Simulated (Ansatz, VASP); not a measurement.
# Fe5Co3: VASP beside Ansatz

```
CELL_PARAMETERS angstrom
-2.85252 2.85252 2.85252
2.85252 -2.85252 2.85252
2.85252 2.85252 -2.85252
ATOMIC_POSITIONS crystal
Fe 0.00000 0.00000 0.00000
Fe 0.00000 0.00000 0.50000
Fe 0.00000 0.50000 0.00000
Fe 0.50000 0.00000 0.00000
Fe 0.50000 0.50000 0.50000
Co 0.00000 0.50000 0.50000
Co 0.50000 0.50000 0.00000
Co 0.50000 0.00000 0.50000
```

Alike in both runs: functional PBE; k mesh 4 × 4 × 4; occupations gaussian, width 0.1 eV; collinear spin.

Ansatz relaxed the structure, and its values are those at the end. VASP's run is a single point on that final structure, the one shown.

|  | VASP | Ansatz |
| --- | --- | --- |
| version | VASP 6.6.1 | Ansatz 0.2.0 |
| potentials or method | VASP PAW PBE potentials, release 64 (Fe, Co), cutoff 520 eV | scalar-relativistic, plane waves, PAW |
| valence electrons in the cell | 67 | 131 |

```tsv
	VASP	Ansatz	Ansatz less VASP
gap on the k mesh at the Fermi level (eV)	none	none	-
pressure (GPa)	-0.1	0.3	+0.39
net moment per atom (μB)	2.37	2.38	+0.006
size of the moment on the site where the two differ most (μB)	1.80	1.88	+0.072
```

Site moments also hang on the region over which each program counts them. A gap of «none» marks a metal or a gap that the smearing closes. VASP's potentials hold 67 valence electrons a cell and Ansatz's 131, so a difference there can come from the potentials and not from the codes.

The k mesh is coarse, so the values compare programs but aren't converged.
